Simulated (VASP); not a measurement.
# Pd (Im-3m) in VASP: single point with r2SCAN

Aim: the single point of Pd with r2SCAN.

Everything below comes from runs of VASP 6.6.1. Logs are shortened: lines on timing, memory, paths and dates and some standing lists are left out, and cuts for length are marked.

### 1 The cell of the first run

Symmetry: Im-3m, No. 229, cubic system. Conventional cell: a = 3.145 Å, b = 3.145 Å, c = 3.145 Å, α = 90.00°, β = 90.00°, γ = 90.00°. Within 3.6 Å of Pd (site symmetry m-3m) lie 14 Pd at 2.72 to 3.14 Å.

### 2 Single point, r2SCAN, collinear spin, ferromagnetic start

POSCAR reads:

```
Pd
1.0
   -1.5722810000      1.5722810000      1.5722810000
    1.5722810000     -1.5722810000      1.5722810000
    1.5722810000      1.5722810000     -1.5722810000
Pd
1
Direct
    0.0000000000      0.0000000000      0.0000000000
```

INCAR.step1 reads:

```
SYSTEM = Pd
PREC     = Accurate       ! precision mode
ENCUT    = 520            ! plane-wave cutoff, eV
ISMEAR   = -1             ! smearing method
SIGMA    = 0.1            ! smearing width, eV
LREAL    = .False.        ! projectors in reciprocal space
LASPH    = .True.         ! aspherical terms in the spheres
NELM     = 150            ! most SCF steps
ISPIN    = 2              ! spin polarisation
MAGMOM   = 0.05           ! initial moments
NUPDOWN  = 0.05           ! fixed moment
LMAXMIX  = 4              ! l up to which the mixer works
NBANDS   = 15             ! bands
GGA      = PE             ! functional
ALGO     = Normal         ! electronic algorithm
EDIFF    = 1E-4           ! SCF threshold, eV
LWAVE    = .True.         ! write WAVECAR
LCHARG   = .False.        ! write CHGCAR
```

INCAR.step2 reads:

```
SYSTEM = Pd
PREC     = Accurate       ! precision mode
ENCUT    = 520            ! plane-wave cutoff, eV
EDIFF    = 1E-6           ! SCF threshold, eV
ISMEAR   = -1             ! smearing method
SIGMA    = 0.1            ! smearing width, eV
LREAL    = .False.        ! projectors in reciprocal space
LASPH    = .True.         ! aspherical terms in the spheres
NELM     = 150            ! most SCF steps
ALGO     = Normal         ! electronic algorithm
ISIF     = 2              ! what is computed and relaxed
LWAVE    = .False.        ! write WAVECAR
LCHARG   = .False.        ! write CHGCAR
ISPIN    = 2              ! spin polarisation
MAGMOM   = 0.05           ! initial moments
LORBIT   = 11             ! projections on sites
NUPDOWN  = 0.05           ! fixed moment
LMAXMIX  = 4              ! l up to which the mixer works
METAGGA  = R2SCAN         ! meta-GGA
LMIXTAU  = .True.       
NBANDS   = 15             ! bands
ISTART   = 1
```

KPOINTS reads:

```
regular mesh
0
Gamma
  13 13 13
  0 0 0
```

Potentials or basis: VASP PAW PBE potentials, release 64 (Pd).

Run with:

```
> cat potpaw_PBE.64/Pd/POTCAR > POTCAR
> cp INCAR.step1 INCAR
> mpirun -np 1 vasp_std > vasp.out
> cp INCAR.step2 INCAR
> mpirun -np 1 vasp_std > vasp.out
```

OUTCAR:

```text
SYSTEM = Pd
   PREC = Accurate
   ENCUT = 520
   EDIFF = 1E-6
   ISMEAR = -1
   LREAL = .False.
   LASPH = .True.
   NELM = 150
   ISIF = 2
   ISPIN = 2
   LORBIT = 11
   NUPDOWN = 0.05
   METAGGA = R2SCAN
   ISTART = 1

 ion  position               nearest neighbor table
   1  0.000  0.000  0.000-

  LATTYP: Found a body centered cubic cell.
 ALAT       =     3.1445620000

  Lattice vectors:

 A1 = (  -1.5722810000,   1.5722810000,   1.5722810000)
 A2 = (   1.5722810000,  -1.5722810000,   1.5722810000)
 A3 = (   1.5722810000,   1.5722810000,  -1.5722810000)

Analysis of symmetry for initial positions (statically):
=====================================================================
 Subroutine PRICEL returns:
 Original cell was already a primitive cell.

 Routine SETGRP: Setting up the symmetry group for a
 body centered cubic supercell.

 Subroutine GETGRP returns: Found 48 space group operations
 (whereof 48 operations were pure point group operations)
 out of a pool of 48 trial point group operations.

The static configuration has the point symmetry O_h .

Analysis of symmetry for dynamics (positions and initial velocities):
=====================================================================
 Subroutine PRICEL returns:
 Original cell was already a primitive cell.

 Routine SETGRP: Setting up the symmetry group for a
 body centered cubic supercell.

 Subroutine GETGRP returns: Found 48 space group operations
 (whereof 48 operations were pure point group operations)
 out of a pool of 48 trial point group operations.

The dynamic configuration has the point symmetry O_h .

Analysis of structural, dynamic, and magnetic symmetry:
=====================================================================
 Subroutine PRICEL returns:
 Original cell was already a primitive cell.

 Routine SETGRP: Setting up the symmetry group for a
 body centered cubic supercell.

 Subroutine GETGRP returns: Found 48 space group operations
 (whereof 48 operations were pure point group operations)
 out of a pool of 48 trial point group operations.

The overall configuration has the point symmetry O_h .

 Subroutine INISYM returns: Found 48 space group operations
 (whereof 48 operations are pure point group operations),
 and found     1 'primitive' translations

----------------------------------------------------------------------------------------

                                     Primitive cell

  volume of cell :      15.5471

  direct lattice vectors                    reciprocal lattice vectors
    -1.572281000  1.572281000  1.572281000     0.000000000  0.318009313  0.318009313
     1.572281000 -1.572281000  1.572281000     0.318009313  0.000000000  0.318009313
     1.572281000  1.572281000 -1.572281000     0.318009313  0.318009313  0.000000000

  length of vectors
     2.723270576  2.723270576  2.723270576     0.449733083  0.449733083  0.449733083

  position of ions in fractional coordinates (direct lattice)
     0.000000000  0.000000000  0.000000000

  ion indices of the primitive-cell ions
   primitive index   ion index
                 1           1

----------------------------------------------------------------------------------------

 KPOINTS: regular mesh

Automatic generation of k-mesh.
 Grid dimensions read from file:
 generate k-points for:   13   13   13

 Generating k-lattice:

  Cartesian coordinates                     Fractional coordinates (reciprocal lattice)
     0.000000000  0.024462255  0.024462255     0.076923077  0.000000000  0.000000000
     0.024462255  0.000000000  0.024462255     0.000000000  0.076923077  0.000000000
     0.024462255  0.024462255  0.000000000     0.000000000  0.000000000  0.076923077

  Length of vectors
     0.034594853  0.034594853  0.034594853

  Shift w.r.t. Gamma in fractional coordinates (k-lattice)
     0.000000000  0.000000000  0.000000000

 Subroutine IBZKPT returns following result:
 ===========================================

 Found     84 irreducible k-points:

 Following reciprocal coordinates:
            Coordinates               Weight
  0.000000  0.000000  0.000000      1.000000
  0.076923  0.000000  0.000000     12.000000
  0.153846  0.000000  0.000000     12.000000
  0.230769  0.000000  0.000000     12.000000
  0.307692  0.000000  0.000000     12.000000
  0.384615  0.000000  0.000000     12.000000
[... 16 lines left out ...]
  0.153846  0.076923  0.076923     24.000000
  0.230769  0.076923  0.076923     24.000000
 [... further k-points ...]
   k-points           NKPTS =     84   k-points in BZ     NKDIM =     84   number of bands    NBANDS=     15
   number of dos      NEDOS =    301   number of ions     NIONS =      1
   total plane-waves  NPLWV =   8000
   dimension x,y,z NGX =    20 NGY =   20 NGZ =   20
   dimension x,y,z NGXF=    40 NGYF=   40 NGZF=   40
   ions per type =               1
   NGX,Y,Z   is equivalent  to a cutoff of  12.21, 12.21, 12.21 a.u.
   NGXF,Y,Z  is equivalent  to a cutoff of  24.42, 24.42, 24.42 a.u.
 SYSTEM =  Pd
   PREC   = accura    normal or accurate (medium, high low for compatibility)
   ISTART =      1    job   : 0-new  1-cont  2-samecut
   ICHARG =      0    charge: 1-file 2-atom 10-const
   ISPIN  =      2    spin polarized calculation?
   LNONCOLLINEAR =      F non collinear calculations
   LSORBIT =      F    spin-orbit coupling
   LASPH  =      T    aspherical Exc in radial PAW
   ENCUT  =  520.0 eV  38.22 Ry    6.18 a.u.   5.06  5.06  5.06*2*pi/ulx,y,z
   NELM   =    150;   NELMIN=  2; NELMDL=  0     # of ELM steps
   EDIFF  = 0.1E-05   stopping-criterion for ELM
   LREAL  =      F    real-space projection
   EDIFFG = 0.1E-04   stopping-criterion for IOM
   NSW    =      0    number of steps for IOM
   IBRION =     -1    ionic relax: 0-MD 1-quasi-New 2-CG
   NFREE  =      0    steps in history (QN), initial steepest desc. (CG)
   ISIF   =      2    stress and relaxation
   ISYM   =      2    0-nonsym 1-usesym 2-fastsym
   POTIM  = 0.5000    time-step for ionic-motion
   TEBEG  =    0.0;   TEEND  =   0.0 temperature during run
   PSTRESS=    0.0 pullay stress
   NELECT =      10.0000    total number of electrons
   NUPDOWN=       0.0500    fix difference up-down
   EMIN   =  10.00;   EMAX   =-10.00  energy-range for DOS
   EFERMI =   0.00;   METHOD = LEGACY
   ISMEAR =    -1;   SIGMA  =   0.10  broadening in eV -4-tet -1-fermi 0-gaus
   EFERMI_NEDOS =   21; number of points for ismear=-14 and -15
   IALGO  =     38    algorithm
   IMIX   =      4    mixing-type and parameters
     AMIX     =   0.40;   BMIX     =  1.00
     AMIX_MAG =   1.60;   BMIX_MAG =  1.00
  volume/ion in A,a.u.               =      15.55       104.92
  Fermi-wavevector in a.u.,A,eV,Ry     =   1.413160  2.670485 27.171123  1.997021
  Thomas-Fermi vector in A             =   2.534834
   LORBIT       =     11    0 simple, 1 ext, 2 COOP (PROOUT), +10 PAW based schemes
   METAGGA = R2SCAN    functional components
   LHFCALC =     F    Hartree Fock is set to
   AEXX    =    0.0000 exact exchange contribution
   IVDW    =     0    specifies the selected vdW correction
   LEPSILON=     F    determine dielectric tensor
   LRPA    =     F    only Hartree local field effects (RPA)
 spin polarized calculation
  energy-cutoff  :      520.00
  volume of cell :       15.55
 maximum number of plane-waves:       429
   NGX = 11   NGY = 11   NGZ = 11

 number of electron      10.0000005 magnetization       0.0500000

 Free energy of the ion-electron system (eV)
  ---------------------------------------------------
  ext. energy  EPLUGINS =         0.00000000
  ---------------------------------------------------
  free energy    TOTEN  =       -22.92063284 eV

  energy without entropy =      -22.88139466  energy(sigma->0) =      -22.90101375

 E-fermi :   8.7803     XC(G=0): -13.7257

 val. band max:        8.7936363605   @ k =  -0.3846   0.4615   0.1538
 cond. band min:       8.8105552962   @ k =  -0.3846   0.3846   0.0769
 fundamental gap:      0.0169189357
 Fermi energy:         8.7988308964

 spin component 1

 k-point     1 :       0.0000    0.0000    0.0000
  band No.  band energies     occupation
      1       2.0031      1.00000
      2       5.9221      1.00000
      3       5.9221      1.00000
      4       5.9221      1.00000
      5       7.7885      0.99996
      6       7.7885      0.99996
      7      28.9803      0.00000
      8      28.9803      0.00000
      9      28.9803      0.00000
     10      31.4824      0.00000
     11      37.2009      0.00000
     12      37.2009      0.00000
     13      38.3075      0.00000
     14      38.3075      0.00000
     15      38.3075      0.00000
[... 397 lines left out ...]
 k-point    24 :       0.2308    0.0769    0.0769
  band No.  band energies     occupation
      1       4.3222      1.00000
      2       5.0926      1.00000
      3       6.1131      1.00000
      4       7.6307      0.99999
      5       7.8942      0.99988
      6       9.1651      0.02502
      7      22.3750      0.00000
      8      25.3408      0.00000
      9      26.8285      0.00000
     10      31.5202      0.00000
     11      32.1149      0.00000
     12      37.1859      0.00000
     13      38.0778      0.00000
     14      38.7237      0.00000
     15      42.1436      0.00000

 [... further k-points ...]

 spin component 2

 k-point     1 :       0.0000    0.0000    0.0000
  band No.  band energies     occupation
      1       2.0018      1.00000
      2       5.9857      1.00000
      3       5.9857      1.00000
      4       5.9857      1.00000
      5       7.8175      0.99993
      6       7.8175      0.99993
      7      28.9823      0.00000
      8      28.9823      0.00000
      9      28.9823      0.00000
     10      31.6219      0.00000
     11      37.2008      0.00000
     12      37.2008      0.00000
     13      38.3264      0.00000
     14      38.3264      0.00000
     15      38.3264      0.00000
[... 397 lines left out ...]
 k-point    24 :       0.2308    0.0769    0.0769
  band No.  band energies     occupation
      1       4.3491      1.00000
      2       5.1499      1.00000
      3       6.1500      1.00000
      4       7.6679      0.99999
      5       7.9255      0.99981
      6       9.2194      0.01223
      7      22.3907      0.00000
      8      25.3440      0.00000
      9      26.8449      0.00000
     10      31.6591      0.00000
     11      32.1213      0.00000
     12      37.2053      0.00000
     13      38.0839      0.00000
     14      38.7346      0.00000
     15      42.1913      0.00000

 [... further k-points ...]
[... 5 lines left out ...]
  --------------------------------------------------------------------------------------
  -------------------------------------------------------------------------------------
  Total       -0.4553383     -0.4553383     -0.4553383      0.0000000      0.0000000     -0.0000000
  in kB      -46.9239219    -46.9239219    -46.9239219      0.0000000      0.0000000     -0.0000000
  external PRESSURE =     -46.9239219 kB  Pullay stress =       0.0000000 kB

 VOLUME and BASIS-vectors are now :
 -----------------------------------------------------------------------------
  energy-cutoff  :      520.00
  volume of cell :       15.55
      direct lattice vectors                 reciprocal lattice vectors
    -1.572281000  1.572281000  1.572281000     0.000000000  0.318009313  0.318009313
     1.572281000 -1.572281000  1.572281000     0.318009313  0.000000000  0.318009313
     1.572281000  1.572281000 -1.572281000     0.318009313  0.318009313  0.000000000

 POSITION                                       TOTAL-FORCE (eV/Angst)
 -----------------------------------------------------------------------------------
      0.00000      0.00000      0.00000         0.000000      0.000000     -0.000000
 -----------------------------------------------------------------------------------
    total drift:                               -0.000000     -0.000000      0.000000

  FREE ENERGIE OF THE ION-ELECTRON SYSTEM (eV)
  ---------------------------------------------------
  free  energy   TOTEN  =       -22.9206328436 eV

  energy  without entropy=      -22.8813946607  energy(sigma->0) =      -22.90101375

 total charge

# of ion       s       p       d       tot
------------------------------------------
    1        0.486   0.400   8.504   9.389

 magnetization (x)

# of ion       s       p       d       tot
------------------------------------------
    1       -0.000  -0.001   0.052   0.051
```

It used 160 s of CPU time on 1 thread of AMD EPYC 7R13 Processor (Zen 3), on a shared host.

Results:

```
Free energy                                           : -22.9206 eV
Pressure                                              : -4.7 GPa
Net moment                                            : 0.05 μB per cell
Site moments                                          : Pd +0.05 μB
Valence electrons inside the program's atomic spheres : Pd 9.39
```

Caveat: the PAW data sets were made with another functional, which shifts forces and pressure a little; the total moment is fixed, so each spin has its own Fermi level.
